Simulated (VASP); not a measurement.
Write the native input for VASP 6.6.1 that does the following.

| Quantity | Value |
| --- | --- |
| Task | single point |
| Functional | r2SCAN |
| Potentials or basis | VASP PAW PBE potentials, release 64 (Ba_sv, Ag, As) |
| Cutoff | 520 eV |
| k mesh | 10 × 10 × 10 |
| Occupations | fermi-dirac, width 0.1 eV |
| Spin | no spin polarisation |
| Dipole correction | no |
| Further INCAR settings | ALGO = Normal; EDIFF = 1e-07; NBANDS = 29 |

The system is BaAg2As2.

```xyz
5
Lattice="-2.2698 2.2698 5.5950 2.2698 -2.2698 5.5950 2.2698 2.2698 -5.5950" Properties=species:S:1:pos:R:3 pbc="T T T"
Ba    0.0000    0.0000    0.0000
Ag    0.0000    2.2698    2.7975
Ag    2.2698    0.0000    2.7975
As    0.0000    0.0000    4.3043
As    0.0000    0.0000    6.8858
```

The input as run:

POSCAR

```
BaAg2As2
1.0
   -2.2698070100      2.2698070100      5.5950464500
    2.2698070100     -2.2698070100      5.5950464500
    2.2698070100      2.2698070100     -5.5950464500
Ba Ag As
1 2 2
Direct
    0.0000000000      0.0000000000      0.0000000000
    0.7500000000      0.2500000000      0.5000000000
    0.2500000000      0.7500000000      0.5000000000
    0.3846548300      0.3846548300      0.0000000000
    0.6153451700      0.6153451700      0.0000000000
```

INCAR.step1

```
ALGO = Normal
EDIFF = 1E-4
ENCUT = 520
GGA = PE
ISMEAR = -1
LASPH = True
LCHARG = False
LREAL = False
LWAVE = True
NBANDS = 29
NELM = 80
PREC = Accurate
SIGMA = 0.1
```

INCAR.step2

```
ALGO = Normal
EDIFF = 1E-7
ENCUT = 520
ISIF = 2
ISMEAR = -1
ISTART = 1
LASPH = True
LCHARG = True
LELF = True
LMIXTAU = True
LREAL = False
LVHAR = True
LWAVE = False
METAGGA = R2SCAN
NBANDS = 29
NELM = 80
PREC = Accurate
SIGMA = 0.1
```

KPOINTS

```
k-points
0
Gamma
  10 10 10
```

Potentials or basis: VASP PAW PBE potentials, release 64 (Ba_sv, Ag, As).

The run is started by

```console
$ cat potpaw_PBE.64/Ba_sv/POTCAR potpaw_PBE.64/Ag/POTCAR potpaw_PBE.64/As/POTCAR > POTCAR
$ cp INCAR.step1 INCAR
$ mpirun -np 1 vasp_std > vasp.out
$ cp INCAR.step2 INCAR
$ mpirun -np 1 vasp_std > vasp.out
```

It gave:

```yaml
Pressure: 1.7 GPa
Largest_force: 0.056 eV/Å
Band_gap_on_the_k_mesh: zero (bands 21 and 22 overlap by 0.73 eV)
```

Caveat: the PAW data sets were made with another functional, which shifts forces and pressure a little; spin-orbit coupling is left out, which moves the levels of the heavy elements.

It took 14 min on 1 thread of Intel(R) Xeon(R) 6975P-C (Granite Rapids) (shared host), peak memory 0.61 GiB.
